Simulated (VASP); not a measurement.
# Al (P6_3/mmc) in VASP: a series of runs

Runs on Al. Level: PBEsol. Tasks: single point.

Everything below comes from runs of VASP 6.6.1. Logs are shortened: lines on timing, memory, paths and dates and some standing lists are left out, and cuts for length are marked.

### Step 1. The cell of the first run

Symmetry: P6_3/mmc, No. 194, hexagonal system. Conventional cell: a = 2.849 Å, b = 2.849 Å, c = 4.931 Å, α = 90.00°, β = 90.00°, γ = 120.00°. Within 3.8 Å of Al (site symmetry -6m2) lie 12 Al at 2.85 to 2.96 Å.

### Step 2. Single point, PBEsol

Input file INCAR:

```
SYSTEM = Al
ALGO     = Normal         ! electronic algorithm
EDIFF    = 1E-6           ! SCF threshold, eV
ENCUT    = 520            ! plane-wave cutoff, eV
GGA      = PS             ! functional
ISIF     = 2              ! what is computed and relaxed
ISMEAR   = -1             ! smearing method
LASPH    = .True.         ! aspherical terms in the spheres
LCHARG   = .False.        ! write CHGCAR
LREAL    = .False.        ! projectors in reciprocal space
LWAVE    = .False.        ! write WAVECAR
NBANDS   = 10             ! bands
NELM     = 80             ! most SCF steps
PREC     = Accurate       ! precision mode
SIGMA    = 0.1            ! smearing width, eV
```

Input file KPOINTS:

```
k-points
0
Gamma
  12 12 6
  0 0 0
```

Input file POSCAR:

```
Al
1.0
    2.8494652311      0.0000000000      0.0000000000
   -1.4247331221      2.4677098072      0.0000000000
    0.0000000000      0.0000000000      4.9308948445
Al
2
Direct
    0.6666666667      0.3333333333      0.7500000000
    0.3333333333      0.6666666667      0.2500000000
```

Potentials or basis: VASP PAW PBE potentials, release 64 (Al).

On the command line:

```console
$ cat potpaw_PBE.64/Al/POTCAR > POTCAR
$ mpirun -np 1 vasp_std > vasp.out
```

OUTCAR:

```text
SYSTEM = Al
   EDIFF = 1E-6
   ENCUT = 520
   GGA = PS
   ISIF = 2
   ISMEAR = -1
   LASPH = .True.
   LREAL = .False.
   NELM = 80
   PREC = Accurate

 ion  position               nearest neighbor table
   1  0.667  0.333  0.750-   2 2.96   2 2.96   2 2.96   2 2.96   2 2.96   2 2.96
   2  0.333  0.667  0.250-   1 2.96   1 2.96   1 2.96   1 2.96   1 2.96   1 2.96

  LATTYP: Found a hexagonal cell.
 ALAT       =     2.8494652311
 C/A-ratio  =     1.7304632430

  Lattice vectors:

 A1 = (   2.8494652311,   0.0000000000,   0.0000000000)
 A2 = (  -1.4247331221,   2.4677098072,   0.0000000000)
 A3 = (   0.0000000000,   0.0000000000,   4.9308948445)

Analysis of symmetry for initial positions (statically):
=====================================================================
 Subroutine PRICEL returns:
 Original cell was already a primitive cell.

 Routine SETGRP: Setting up the symmetry group for a
 hexagonal supercell.

 Subroutine GETGRP returns: Found 24 space group operations
 (whereof 12 operations were pure point group operations)
 out of a pool of 24 trial point group operations.

The static configuration has the point symmetry D_3d.
 The point group associated with its full space group is D_6h.

Analysis of symmetry for dynamics (positions and initial velocities):
=====================================================================
 Subroutine PRICEL returns:
 Original cell was already a primitive cell.

 Routine SETGRP: Setting up the symmetry group for a
 hexagonal supercell.

 Subroutine GETGRP returns: Found 24 space group operations
 (whereof 12 operations were pure point group operations)
 out of a pool of 24 trial point group operations.

The dynamic configuration has the point symmetry D_3d.
 The point group associated with its full space group is D_6h.

 Subroutine INISYM returns: Found 24 space group operations
 (whereof 12 operations are pure point group operations),
 and found     1 'primitive' translations

----------------------------------------------------------------------------------------

                                     Primitive cell

  volume of cell :      34.6723

  direct lattice vectors                    reciprocal lattice vectors
     2.849465231  0.000000000  0.000000000     0.350943043  0.202617089  0.000000000
    -1.424733122  2.467709807  0.000000000     0.000000000  0.405234034  0.000000000
     0.000000000  0.000000000  4.930894845     0.000000000  0.000000000  0.202802946

  length of vectors
     2.849465231  2.849465943  4.930894845     0.405234135  0.405234034  0.202802946

  position of ions in fractional coordinates (direct lattice)
     0.666666667  0.333333333  0.750000000
     0.333333333  0.666666667  0.250000000

  ion indices of the primitive-cell ions
   primitive index   ion index
                 1           1
                 2           2

----------------------------------------------------------------------------------------

 KPOINTS: k-points

Automatic generation of k-mesh.
 Grid dimensions read from file:
 generate k-points for:   12   12    6

 Generating k-lattice:

  Cartesian coordinates                     Fractional coordinates (reciprocal lattice)
     0.029245254  0.016884757  0.000000000     0.083333333  0.000000000  0.000000000
     0.000000000  0.033769503  0.000000000     0.000000000  0.083333333  0.000000000
     0.000000000  0.000000000  0.033800491     0.000000000  0.000000000  0.166666667

  Length of vectors
     0.033769511  0.033769503  0.033800491

  Shift w.r.t. Gamma in fractional coordinates (k-lattice)
     0.000000000  0.000000000  0.000000000

 Subroutine IBZKPT returns following result:
 ===========================================

 Found     76 irreducible k-points:

 Following reciprocal coordinates:
            Coordinates               Weight
  0.000000  0.000000  0.000000      1.000000
  0.083333 -0.000000  0.000000      6.000000
  0.166667 -0.000000  0.000000      6.000000
  0.250000 -0.000000  0.000000      6.000000
  0.333333 -0.000000  0.000000      6.000000
  0.416667 -0.000000  0.000000      6.000000
[... 16 lines left out ...]
  0.250000 -0.000000  0.166667     12.000000
  0.333333 -0.000000  0.166667     12.000000
 [... further k-points ...]
   k-points           NKPTS =     76   k-points in BZ     NKDIM =     76   number of bands    NBANDS=     10
   number of dos      NEDOS =    301   number of ions     NIONS =      2
   total plane-waves  NPLWV =  23040
   dimension x,y,z NGX =    24 NGY =   24 NGZ =   40
   dimension x,y,z NGXF=    48 NGYF=   48 NGZF=   80
   ions per type =               2
   NGX,Y,Z   is equivalent  to a cutoff of  14.00, 14.00, 13.49 a.u.
   NGXF,Y,Z  is equivalent  to a cutoff of  28.00, 28.00, 26.97 a.u.
 SYSTEM =  Al
   PREC   = accura    normal or accurate (medium, high low for compatibility)
   ISTART =      0    job   : 0-new  1-cont  2-samecut
   ICHARG =      2    charge: 1-file 2-atom 10-const
   ISPIN  =      1    spin polarized calculation?
   LNONCOLLINEAR =      F non collinear calculations
   LSORBIT =      F    spin-orbit coupling
   LASPH  =      T    aspherical Exc in radial PAW
   ENCUT  =  520.0 eV  38.22 Ry    6.18 a.u.   5.30  5.30  9.17*2*pi/ulx,y,z
   NELM   =     80;   NELMIN=  2; NELMDL= -5     # of ELM steps
   EDIFF  = 0.1E-05   stopping-criterion for ELM
   LREAL  =      F    real-space projection
   EDIFFG = 0.1E-04   stopping-criterion for IOM
   NSW    =      0    number of steps for IOM
   IBRION =     -1    ionic relax: 0-MD 1-quasi-New 2-CG
   NFREE  =      0    steps in history (QN), initial steepest desc. (CG)
   ISIF   =      2    stress and relaxation
   ISYM   =      2    0-nonsym 1-usesym 2-fastsym
   POTIM  = 0.5000    time-step for ionic-motion
   TEBEG  =    0.0;   TEEND  =   0.0 temperature during run
   PSTRESS=    0.0 pullay stress
   NELECT =       6.0000    total number of electrons
   NUPDOWN=      -1.0000    fix difference up-down
   EMIN   =  10.00;   EMAX   =-10.00  energy-range for DOS
   EFERMI =   0.00;   METHOD = LEGACY
   ISMEAR =    -1;   SIGMA  =   0.10  broadening in eV -4-tet -1-fermi 0-gaus
   EFERMI_NEDOS =   21; number of points for ismear=-14 and -15
   IALGO  =     38    algorithm
   IMIX   =      4    mixing-type and parameters
     AMIX     =   0.40;   BMIX     =  1.00
     AMIX_MAG =   1.60;   BMIX_MAG =  1.00
  volume/ion in A,a.u.               =      17.34       116.99
  Fermi-wavevector in a.u.,A,eV,Ry     =   0.912286  1.723970 11.323655  0.832265
  Thomas-Fermi vector in A             =   2.036664
   LORBIT       =      0    0 simple, 1 ext, 2 COOP (PROOUT), +10 PAW based schemes
   GGA     = PS    functional components
   LHFCALC =     F    Hartree Fock is set to
   AEXX    =    0.0000 exact exchange contribution
   IVDW    =     0    specifies the selected vdW correction
   LEPSILON=     F    determine dielectric tensor
   LRPA    =     F    only Hartree local field effects (RPA)
 non-spin polarized calculation
  energy-cutoff  :      520.00
  volume of cell :       34.67
 maximum number of plane-waves:       944
 NGX is ok and might be reduce to    24
   NGX = 11   NGY = 11   NGZ = 19

 number of electron       6.0000000 magnetization

 Free energy of the ion-electron system (eV)
  ---------------------------------------------------
  ext. energy  EPLUGINS =         0.00000000
  ---------------------------------------------------
  free energy    TOTEN  =        -8.08733824 eV

  energy without entropy =       -8.05593998  energy(sigma->0) =       -8.07163911

 E-fermi :   7.4276     XC(G=0): -10.0777

 val. band max:        7.4252830754   @ k =   0.3333   0.0833   0.5000
 cond. band min:       7.4982440791   @ k =   0.4167   0.0833   0.0000
 fundamental gap:      0.0729610037
 Fermi energy:         7.4275504775

 k-point     1 :       0.0000    0.0000    0.0000
  band No.  band energies     occupation
      1      -3.3536      2.00000
      2       2.4474      2.00000
      3       2.7781      2.00000
      4      18.4037      0.00000
      5      18.5143      0.00000
      6      18.5143      0.00000
      7      18.8445      0.00000
      8      18.8445      0.00000
      9      19.3848      0.00000
     10      21.7538      0.00000

 k-point     2 :       0.0833   -0.0000    0.0000
  band No.  band energies     occupation
      1      -3.1849      2.00000
      2       2.6132      2.00000
      3       2.9360      2.00000
      4      15.8555      0.00000
      5      17.0785      0.00000
      6      18.0241      0.00000
      7      19.3654      0.00000
      8      19.4514      0.00000
      9      20.5587      0.00000
     10      20.9857      0.00000

 k-point     3 :       0.1667   -0.0000    0.0000
  band No.  band energies     occupation
      1      -2.6800      2.00000
      2       3.1075      2.00000
      3       3.4096      2.00000
      4      12.7682      0.00000
      5      15.7814      0.00000
      6      16.8884      0.00000
      7      17.8997      0.00000
      8      18.3696      0.00000
      9      20.1489      0.00000
     10      20.2403      0.00000

 k-point     4 :       0.2500   -0.0000    0.0000
  band No.  band energies     occupation
      1      -1.8426      2.00000
      2       3.9174      2.00000
      3       4.1986      2.00000
      4       9.8574      0.00000
      5      14.7735      0.00000
      6      14.8623      0.00000
      7      15.5774      0.00000
      8      16.4690      0.00000
      9      19.5020      0.00000
     10      20.3167      0.00000
[... 222 lines left out ...]
 k-point    22 :       0.1667   -0.0000    0.1667
  band No.  band energies     occupation
      1      -2.5120      2.00000
      2       1.4630      2.00000
      3       5.3524      2.00000
      4      12.9020      0.00000
      5      15.9251      0.00000
      6      16.1979      0.00000
      7      16.3699      0.00000
      8      18.0301      0.00000
      9      19.3218      0.00000
     10      19.9889      0.00000

 k-point    23 :       0.2500   -0.0000    0.1667
  band No.  band energies     occupation
      1      -1.6754      2.00000
      2       2.2766      2.00000
      3       6.1284      2.00000
      4      10.0137      0.00000
      5      13.6365      0.00000
      6      14.9177      0.00000
      7      16.0540      0.00000
      8      16.9351      0.00000
      9      18.2659      0.00000
     10      18.3499      0.00000

 k-point    24 :       0.3333   -0.0000    0.1667
  band No.  band energies     occupation
      1      -0.5127      2.00000
      2       3.3990      2.00000
      3       6.9320      1.98601
      4       7.6441      0.20574
      5      11.0847      0.00000
      6      14.1993      0.00000
      7      14.5519      0.00000
      8      15.7495      0.00000
      9      17.6498      0.00000
     10      18.5123      0.00000

 [... further k-points ...]

------------------------ aborting loop because EDIFF is reached ----------------------------------------

  FORCE on cell =-STRESS in cart. coord.  units (eV):
  Direction    XX          YY          ZZ          XY          YZ          ZX
  --------------------------------------------------------------------------------------
  -------------------------------------------------------------------------------------
  Total       -0.6666421     -0.6666424     -1.2931351      0.0000001     -0.0000000      0.0000000
  in kB      -30.8049248    -30.8049380    -59.7545934      0.0000063     -0.0000000      0.0000000
  external PRESSURE =     -40.4548187 kB  Pullay stress =       0.0000000 kB

 VOLUME and BASIS-vectors are now :
 -----------------------------------------------------------------------------
  energy-cutoff  :      520.00
  volume of cell :       34.67
      direct lattice vectors                 reciprocal lattice vectors
     2.849465231  0.000000000  0.000000000     0.350943043  0.202617089  0.000000000
    -1.424733122  2.467709807  0.000000000     0.000000000  0.405234034  0.000000000
     0.000000000  0.000000000  4.930894845     0.000000000  0.000000000  0.202802946

 POSITION                                       TOTAL-FORCE (eV/Angst)
 -----------------------------------------------------------------------------------
      1.42473      0.82257      3.69817        -0.000000      0.000000      0.000000
     -0.00000      1.64514      1.23272         0.000000     -0.000000      0.000000
 -----------------------------------------------------------------------------------
    total drift:                               -0.000000      0.000000     -0.000000

  FREE ENERGIE OF THE ION-ELECTRON SYSTEM (eV)
  ---------------------------------------------------
  free  energy   TOTEN  =        -8.0873382380 eV

  energy  without entropy=       -8.0559399766  energy(sigma->0) =       -8.07163911
```

Run time: 30 s. Hardware: 1 thread of AMD EPYC 7R13, shared host; peak memory 0.13 GiB.

Results:

| Property | Result |
| --- | --- |
| Free energy | -8.0873 eV |
| Pressure | -4.0 GPa |
| Band gap on the k mesh | zero (band 3 reaches 11.05 eV, above the bottom of band 4 at 4.40 eV) |

Levels at points of the mesh, in eV from the Fermi level:
```csv
k point,band 1,band 2,band 3,band 4,band 5,band 6,band 7
"(0.00, 0.00, 0.00)",-10.78,-4.98,-4.65,10.98,11.09,11.09,11.42
"(0.50, 0.00, 0.00)",-4.91,-4.77,0.57,0.64,1.24,1.50,6.05
"(0.00, 0.00, 0.50)",-9.27,-9.27,2.34,2.34,12.21,12.21,12.21
"(0.50, 0.00, 0.50)",-3.67,-3.67,-3.03,-3.03,7.35,7.35,7.35
```

Caveat: the PAW data sets were made with another functional, which shifts forces and pressure a little.

### Step 3. Single point, PBEsol

This run uses another cell than the first one, of 18.00 Å³/atom, 1.038 times its volume.

Input file INCAR:

```
SYSTEM = Al
  ALGO = Normal
  EDIFF = 1E-6
  ENCUT = 520
  GGA = PS
  ISIF = 2
  ISMEAR = -1
  LASPH = .True.
  LCHARG = .False.
  LREAL = .False.
  LWAVE = .False.
  NBANDS = 10
  NELM = 100
  PREC = Accurate
  SIGMA = 0.1
```

KPOINTS is that of step 2.

Input file POSCAR:

```
Al
1.0
    2.8855382407      0.0000000000      0.0000000000
   -1.4427696333      2.4989499566      0.0000000000
    0.0000000000      0.0000000000      4.9933178617
Al
2
Direct
    0.6666666667      0.3333333333      0.7500000000
    0.3333333333      0.6666666667      0.2500000000
```

Potentials or basis: VASP PAW PBE potentials, release 64 (Al).

On the command line:

```console
$ cat potpaw_PBE.64/Al/POTCAR > POTCAR
$ mpirun -np 1 vasp_std > vasp.out
```

Wall time 31 s (1 thread of AMD EPYC 7R13, shared host); peak memory 0.13 GiB.

It converged, with:

```
Free energy            : -8.0450 eV
Pressure               : -6.1 GPa
Band gap on the k mesh : zero (band 3 reaches 10.62 eV, above the bottom of band 4 at 4.06 eV)
```

Stress tensor (GPa, compression positive):
```
-5.28  0.00  0.00
 0.00 -5.28  0.00
 0.00  0.00 -7.63
```

Levels at points of the mesh, in eV from the Fermi level:
| k point | band 1 | band 2 | band 3 | band 4 | band 5 | band 6 | band 7 |
| --- | --- | --- | --- | --- | --- | --- | --- |
| (0.00, 0.00, 0.00) | -10.52 | -4.91 | -4.48 | 10.77 | 10.77 | 10.82 | 11.20 |
| (0.50, 0.00, 0.00) | -4.81 | -4.62 | 0.52 | 0.65 | 1.14 | 1.56 | 5.88 |
| (0.00, 0.00, 0.50) | -9.05 | -9.05 | 2.30 | 2.30 | 11.94 | 11.94 | 11.94 |
| (0.50, 0.00, 0.50) | -3.56 | -3.56 | -2.99 | -2.99 | 7.15 | 7.15 | 7.27 |

Caveat: the PAW data sets were made with another functional, which shifts forces and pressure a little.
